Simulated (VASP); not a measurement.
# Si2C (P-3m1) in VASP: a series of runs

Runs on Si2C. Level: PBE. Tasks: single point, relaxation of cell and atoms.

Everything below comes from runs of VASP 6.6.1. Logs are shortened: lines on timing, memory, paths and dates and some standing lists are left out, and cuts for length are marked.

### 1 The cell of the first run

It takes space group P-3m1 (No. 164, trigonal). Conventional cell: a = 2.731 Å, b = 2.731 Å, c = 6.689 Å, α = 90.00°, β = 90.00°, γ = 120.00°. Within 3.6 Å of Si (site symmetry 3m) lie 3 C at 2.73 Å and 9 Si at 2.73 Å. C (site symmetry -3m) has 6 Si at 2.73 Å and 6 C at 2.73 Å within 3.6 Å.

### 2 Single point, PBE, collinear spin, ferromagnetic start

INCAR

```
  PREC = Accurate
  ENCUT = 520
  EDIFF = 1E-7
  ISMEAR = 0
  SIGMA = 0.1
  LREAL = F
  LASPH = T
  NELM = 150
  ALGO = Normal
  ISIF = 2
  LWAVE = F
  LCHARG = T
  ISPIN = 2
  MAGMOM = 0 0 1
  LORBIT = 11
  GGA = PE
  LELF = T
  LVHAR = T
  NBANDS = 17
```

KPOINTS

```
regular mesh
0
Gamma
  6 6 4
```

POSCAR

```
Si2C
1.0
    2.7309466400      0.0000000000      0.0000000000
   -1.3654733200      2.3650691600      0.0000000000
    0.0000000000      0.0000000000      6.6894257700
Si C
2 1
Direct
    0.3333333300      0.6666666700      0.6666666700
    0.6666666700      0.3333333300      0.3333333300
    0.0000000000      0.0000000000      0.0000000000
```

Potentials or basis: VASP PAW PBE potentials, release 64 (Si, C).

Started as:

```bash
> cat potpaw_PBE.64/Si/POTCAR potpaw_PBE.64/C/POTCAR > POTCAR
> mpirun -np 1 vasp_std > vasp.out
```

OUTCAR:

```text
PREC = Accurate
   ENCUT = 520
   EDIFF = 1E-7
   ISMEAR = 0
   LREAL = F
   LASPH = T
   NELM = 150
   ISIF = 2
   ISPIN = 2
   LORBIT = 11
   GGA = PE

 ion  position               nearest neighbor table
   1  0.333  0.667  0.667-   2 2.73   2 2.73   2 2.73
   2  0.667  0.333  0.333-   1 2.73   1 2.73   1 2.73
   3  0.000  0.000  0.000-

  LATTYP: Found a hexagonal cell.
 ALAT       =     2.7309466400
 C/A-ratio  =     2.4494897381

  Lattice vectors:

 A1 = (   2.7309466400,   0.0000000000,   0.0000000000)
 A2 = (  -1.3654733200,   2.3650691600,   0.0000000000)
 A3 = (   0.0000000000,   0.0000000000,   6.6894257700)

Analysis of symmetry for initial positions (statically):
=====================================================================
 Subroutine PRICEL returns:
 Original cell was already a primitive cell.

 Routine SETGRP: Setting up the symmetry group for a
 hexagonal supercell.

 Subroutine GETGRP returns: Found 12 space group operations
 (whereof 12 operations were pure point group operations)
 out of a pool of 24 trial point group operations.

The static configuration has the point symmetry D_3d.

Analysis of symmetry for dynamics (positions and initial velocities):
=====================================================================
 Subroutine PRICEL returns:
 Original cell was already a primitive cell.

 Routine SETGRP: Setting up the symmetry group for a
 hexagonal supercell.

 Subroutine GETGRP returns: Found 12 space group operations
 (whereof 12 operations were pure point group operations)
 out of a pool of 24 trial point group operations.

The dynamic configuration has the point symmetry D_3d.

Analysis of structural, dynamic, and magnetic symmetry:
=====================================================================
 Subroutine PRICEL returns:
 Original cell was already a primitive cell.

 Routine SETGRP: Setting up the symmetry group for a
 hexagonal supercell.

 Subroutine GETGRP returns: Found 12 space group operations
 (whereof 12 operations were pure point group operations)
 out of a pool of 24 trial point group operations.

The overall configuration has the point symmetry D_3d.

 Subroutine INISYM returns: Found 12 space group operations
 (whereof 12 operations are pure point group operations),
 and found     1 'primitive' translations

----------------------------------------------------------------------------------------

                                     Primitive cell

  volume of cell :      43.2062

  direct lattice vectors                    reciprocal lattice vectors
     2.730946640  0.000000000  0.000000000     0.366173394  0.211410308  0.000000000
    -1.365473320  2.365069160  0.000000000     0.000000000  0.422820616  0.000000000
     0.000000000  0.000000000  6.689425770     0.000000000  0.000000000  0.149489662

  length of vectors
     2.730946640  2.730946634  6.689425770     0.422820615  0.422820616  0.149489662

  position of ions in fractional coordinates (direct lattice)
     0.333333330  0.666666670  0.666666670
     0.666666670  0.333333330  0.333333330
     0.000000000  0.000000000  0.000000000

  ion indices of the primitive-cell ions
   primitive index   ion index
                 1           1
                 2           2
                 3           3

----------------------------------------------------------------------------------------

 KPOINTS: regular mesh

Automatic generation of k-mesh.
 Grid dimensions read from file:
 generate k-points for:    6    6    4

 Generating k-lattice:

  Cartesian coordinates                     Fractional coordinates (reciprocal lattice)
     0.061028899  0.035235051  0.000000000     0.166666667 -0.000000000  0.000000000
     0.000000000  0.070470103  0.000000000     0.000000000  0.166666667  0.000000000
     0.000000000  0.000000000  0.037372416     0.000000000  0.000000000  0.250000000

  Length of vectors
     0.070470103  0.070470103  0.037372416

  Shift w.r.t. Gamma in fractional coordinates (k-lattice)
     0.000000000  0.000000000  0.000000000

 Subroutine IBZKPT returns following result:
 ===========================================

 Found     24 irreducible k-points:

 Following reciprocal coordinates:
            Coordinates               Weight
  0.000000  0.000000  0.000000      1.000000
  0.166667  0.000000  0.000000      6.000000
  0.333333  0.000000  0.000000      6.000000
  0.500000  0.000000  0.000000      3.000000
  0.166667  0.166667  0.000000      6.000000
  0.333333  0.166667  0.000000     12.000000
[... 16 lines left out ...]
  0.333333  0.166667  0.500000     12.000000
  0.333333  0.333333  0.500000      2.000000
   k-points           NKPTS =     24   k-points in BZ     NKDIM =     24   number of bands    NBANDS=     17
   number of dos      NEDOS =    301   number of ions     NIONS =      3
   total plane-waves  NPLWV =  20000
   dimension x,y,z NGX =    20 NGY =   20 NGZ =   50
   dimension x,y,z NGXF=    40 NGYF=   40 NGZF=  100
   ions per type =               2   1
   NGX,Y,Z   is equivalent  to a cutoff of  12.17, 12.17, 12.43 a.u.
   NGXF,Y,Z  is equivalent  to a cutoff of  24.35, 24.35, 24.85 a.u.
 SYSTEM =  unknown system
   PREC   = accura    normal or accurate (medium, high low for compatibility)
   ISTART =      0    job   : 0-new  1-cont  2-samecut
   ICHARG =      2    charge: 1-file 2-atom 10-const
   ISPIN  =      2    spin polarized calculation?
   LNONCOLLINEAR =      F non collinear calculations
   LSORBIT =      F    spin-orbit coupling
   LASPH  =      T    aspherical Exc in radial PAW
   ENCUT  =  520.0 eV  38.22 Ry    6.18 a.u.   5.08  5.08 12.44*2*pi/ulx,y,z
   NELM   =    150;   NELMIN=  2; NELMDL= -5     # of ELM steps
   EDIFF  = 0.1E-06   stopping-criterion for ELM
   LREAL  =      F    real-space projection
   EDIFFG = 0.1E-05   stopping-criterion for IOM
   NSW    =      0    number of steps for IOM
   IBRION =     -1    ionic relax: 0-MD 1-quasi-New 2-CG
   NFREE  =      0    steps in history (QN), initial steepest desc. (CG)
   ISIF   =      2    stress and relaxation
   ISYM   =      2    0-nonsym 1-usesym 2-fastsym
   POTIM  = 0.5000    time-step for ionic-motion
   TEBEG  =    0.0;   TEEND  =   0.0 temperature during run
   PSTRESS=    0.0 pullay stress
   NELECT =      12.0000    total number of electrons
   NUPDOWN=      -1.0000    fix difference up-down
   EMIN   =  10.00;   EMAX   =-10.00  energy-range for DOS
   EFERMI =   0.00;   METHOD = LEGACY
   ISMEAR =     0;   SIGMA  =   0.10  broadening in eV -4-tet -1-fermi 0-gaus
   EFERMI_NEDOS =   21; number of points for ismear=-14 and -15
   IALGO  =     38    algorithm
   IMIX   =      4    mixing-type and parameters
     AMIX     =   0.40;   BMIX     =  1.00
     AMIX_MAG =   1.60;   BMIX_MAG =  1.00
  volume/ion in A,a.u.               =      14.40        97.19
  Fermi-wavevector in a.u.,A,eV,Ry     =   1.068120  2.018454 15.522612  1.140880
  Thomas-Fermi vector in A             =   2.203758
   LORBIT       =     11    0 simple, 1 ext, 2 COOP (PROOUT), +10 PAW based schemes
   GGA     = PE    functional components
   LHFCALC =     F    Hartree Fock is set to
   AEXX    =    0.0000 exact exchange contribution
   IVDW    =     0    specifies the selected vdW correction
   LEPSILON=     F    determine dielectric tensor
   LRPA    =     F    only Hartree local field effects (RPA)
 spin polarized calculation
 Gauss-broadening in eV      SIGMA  =   0.10
  energy-cutoff  :      520.00
  volume of cell :       43.21
 maximum number of plane-waves:      1179
   NGX = 11   NGY = 11   NGZ = 25

 number of electron      11.9999999 magnetization       0.0001449

 Free energy of the ion-electron system (eV)
  ---------------------------------------------------
  ext. energy  EPLUGINS =         0.00000000
  ---------------------------------------------------
  free energy    TOTEN  =       -13.92769412 eV

  energy without entropy =      -13.91629810  energy(sigma->0) =      -13.92199611

 E-fermi :   7.1273     XC(G=0): -10.7205

 val. band max:        7.0916921966   @ k =  -0.1667   0.5000   0.2500
 cond. band min:       7.1299589155   @ k =   0.3333   0.1667   0.2500
 fundamental gap:      0.0382667189
 Fermi energy:         7.1272983269

 spin component 1

 k-point     1 :       0.0000    0.0000    0.0000
  band No.  band energies     occupation
      1      -6.6266      1.00000
      2      -3.7372      1.00000
      3      -3.1112      1.00000
      4       5.3388      1.00000
      5       5.6031      1.00000
      6      10.6267      0.00000
[... 9 lines left out ...]
     16      20.3242      0.00000
     17      20.3279      0.00000

 k-point     2 :       0.1667    0.0000    0.0000
  band No.  band energies     occupation
      1      -5.9319      1.00000
      2      -3.1557      1.00000
      3      -2.4039      1.00000
      4       5.8619      1.00000
      5       6.1201      1.00000
      6       8.8563      0.00000
[... 9 lines left out ...]
     16      21.3227      0.00000
     17      21.8212      0.00000

 k-point     3 :       0.3333    0.0000    0.0000
  band No.  band energies     occupation
      1      -3.8973      1.00000
      2      -1.5239      1.00000
      3      -0.3089      1.00000
      4       4.4120      1.00000
      5       5.9157      1.00000
      6       7.0295      0.91660
[... 392 lines left out ...]
 k-point    23 :       0.3333    0.1667    0.5000
  band No.  band energies     occupation
      1      -1.4678      1.00000
      2      -1.2823      1.00000
      3       2.6537      1.00000
      4       2.8539      1.00000
      5       4.6752      1.00000
      6       5.5995      1.00000
[... 9 lines left out ...]
     16      19.6547      0.00000
     17      21.6815      0.00000

 k-point    24 :       0.3333    0.3333    0.5000
  band No.  band energies     occupation
      1      -0.4450      1.00000
      2       1.9898      1.00000
      3       1.9898      1.00000
      4       2.5484      1.00000
      5       3.8561      1.00000
      6       3.8561      1.00000
[... 9 lines left out ...]
     16      21.5355      0.00000
     17      23.5484      0.00000
 Fermi energy:         7.1272983269

 spin component 2

 k-point     1 :       0.0000    0.0000    0.0000
  band No.  band energies     occupation
      1      -6.6266      1.00000
      2      -3.7370      1.00000
      3      -3.1112      1.00000
      4       5.3389      1.00000
      5       5.6032      1.00000
      6      10.6269      0.00000
[... 9 lines left out ...]
     16      20.3242      0.00000
     17      20.3282      0.00000

 k-point     2 :       0.1667    0.0000    0.0000
  band No.  band energies     occupation
      1      -5.9318      1.00000
      2      -3.1556      1.00000
      3      -2.4038      1.00000
      4       5.8619      1.00000
      5       6.1202      1.00000
      6       8.8565      0.00000
[... 9 lines left out ...]
     16      21.3227      0.00000
     17      21.8212      0.00000

 k-point     3 :       0.3333    0.0000    0.0000
  band No.  band energies     occupation
      1      -3.8972      1.00000
      2      -1.5238      1.00000
      3      -0.3089      1.00000
      4       4.4121      1.00000
      5       5.9158      1.00000
      6       7.0297      0.91635
[... 392 lines left out ...]
 k-point    23 :       0.3333    0.1667    0.5000
  band No.  band energies     occupation
      1      -1.4677      1.00000
      2      -1.2823      1.00000
      3       2.6538      1.00000
      4       2.8539      1.00000
      5       4.6753      1.00000
      6       5.5996      1.00000
[... 9 lines left out ...]
     16      19.6547      0.00000
     17      21.6815      0.00000

 k-point    24 :       0.3333    0.3333    0.5000
  band No.  band energies     occupation
      1      -0.4448      1.00000
      2       1.9898      1.00000
      3       1.9898      1.00000
      4       2.5484      1.00000
      5       3.8562      1.00000
      6       3.8562      1.00000
[... 9 lines left out ...]
     16      21.5355      0.00000
     17      23.5484      0.00000

------------------------ aborting loop because EDIFF is reached ----------------------------------------

  FORCE on cell =-STRESS in cart. coord.  units (eV):
  Direction    XX          YY          ZZ          XY          YZ          ZX
  --------------------------------------------------------------------------------------
  -------------------------------------------------------------------------------------
  Total       -2.3488772     -2.3488772     -4.9526706     -0.0000000      0.0000000      0.0000000
  in kB      -87.1013710    -87.1013705   -183.6555803     -0.0000000      0.0000000      0.0000000
  external PRESSURE =    -119.2861073 kB  Pullay stress =       0.0000000 kB

 VOLUME and BASIS-vectors are now :
 -----------------------------------------------------------------------------
  energy-cutoff  :      520.00
  volume of cell :       43.21
      direct lattice vectors                 reciprocal lattice vectors
     2.730946640  0.000000000  0.000000000     0.366173394  0.211410308  0.000000000
    -1.365473320  2.365069160  0.000000000     0.000000000  0.422820616  0.000000000
     0.000000000  0.000000000  6.689425770     0.000000000  0.000000000  0.149489662

 POSITION                                       TOTAL-FORCE (eV/Angst)
 -----------------------------------------------------------------------------------
     -0.00000      1.57671      4.45962         0.000000      0.000000      1.795006
      1.36547      0.78836      2.22981        -0.000000      0.000000     -1.795006
      0.00000      0.00000      0.00000         0.000000      0.000000      0.000000
 -----------------------------------------------------------------------------------
    total drift:                               -0.000000     -0.000000     -0.000000

  FREE ENERGIE OF THE ION-ELECTRON SYSTEM (eV)
  ---------------------------------------------------
  free  energy   TOTEN  =       -13.9276941188 eV

  energy  without entropy=      -13.9162981043  energy(sigma->0) =      -13.92199611

 total charge

# of ion       s       p       d       tot
------------------------------------------
    1        0.857   0.646   0.000   1.504
    2        0.857   0.646   0.000   1.504
    3        1.044   0.963   0.000   2.007
--------------------------------------------------
tot          2.758   2.256   0.000   5.014

 magnetization (x)

# of ion       s       p       d       tot
------------------------------------------
    1        0.000  -0.000   0.000  -0.000
    2        0.000  -0.000   0.000  -0.000
    3        0.000   0.000   0.000   0.000
--------------------------------------------------
tot          0.000   0.000   0.000   0.000
```

It took 25 s on 1 thread of Intel Xeon Platinum 8559C (Emerald Rapids), shared host; peak memory 0.16 GiB.

What came out:

```yaml
Free_energy: -13.9277 eV
Pressure: -11.9 GPa
Largest_force: 1.795 eV/Å
Band_gap_on_the_k_mesh: zero (filled and empty bands overlap)
Net_moment: 0.00 μB per cell
Valence_electrons_inside_the_program's_atomic_spheres: Si 1.50; C 2.01
```

Forces on the atoms (eV/Å):
```
Si   0.000  0.000  1.795
Si   0.000  0.000 -1.795
C    0.000  0.000  0.000
```

Stress tensor (GPa, compression positive):
```
 -8.71   0.00   0.00
  0.00  -8.71   0.00
  0.00   0.00 -18.37
```

Caveat: the k points lie up to 0.44 Å⁻¹ apart; forces of over 1 eV/Å act on the atoms, so gaps and moduli don't describe the material at rest.

### 3 Single point, PBE

This run uses another cell than the first one, of 10.80 Å³/atom, 0.750 times its volume.

INCAR

```
PREC = Accurate ; ENCUT = 520
EDIFF = 1E-6 ; ISMEAR = 0
SIGMA = 0.1 ; LREAL = False
LASPH = True ; NELM = 60
ALGO = Normal ; ISIF = 2
LWAVE = False ; LCHARG = False
GGA = PE ; NBANDS = 13
```

KPOINTS

```
Automatic mesh
0
Gamma
  18 18 12
```

POSCAR

```
Si2C
1.0
    2.9621371773      0.0000000000      0.0000000000
   -1.4810685886      2.5652860450      0.0000000000
    0.0000000000      0.0000000000      4.2624235262
Si C
2 1
Direct
    0.3333333333      0.6666666667      0.7252397385
    0.6666666667      0.3333333333      0.2747602615
    0.0000000000      0.0000000000      0.0000000000
```

Potentials or basis: VASP PAW PBE potentials, release 64 (Si, C).

Started as:

```bash
> cat potpaw_PBE.64/Si/POTCAR potpaw_PBE.64/C/POTCAR > POTCAR
> mpirun -np 1 vasp_std > vasp.out
```

It took 57 s on 1 thread of Intel Xeon Platinum 8559C (Emerald Rapids), shared host; peak memory 0.26 GiB.

Results (log left out):

| Quantity | Value |
| --- | --- |
| Free energy | -18.2421 eV |
| Pressure | 0.0 GPa |
| Band gap on the k mesh | zero (band 6 reaches 15.42 eV, above the bottom of band 7 at 9.31 eV) |

Forces on the atoms (eV/Å):
```
Si   0.000  0.000  0.003
Si   0.000  0.000 -0.003
C    0.000  0.000  0.000
```

Stress tensor (GPa, compression positive):
```
 0.06  0.00  0.00
 0.00  0.06  0.00
 0.00  0.00 -0.02
```

Levels at points of the mesh, in eV from the Fermi level:
```
           k point  band 4  band 5  band 6  band 7  band 8  band 9
(0.00, 0.00, 0.00)   -1.85   -1.85    3.80    3.80    4.56    6.22
(0.50, 0.00, 0.00)   -4.60   -4.25   -4.21   -2.13    1.34    4.14
(0.00, 0.00, 0.50)   -1.70   -1.70    1.19    5.08    5.26    5.26
(0.50, 0.00, 0.50)   -8.16   -3.92   -0.25    0.99    1.47    5.59
```

[end of part 1 of 2]
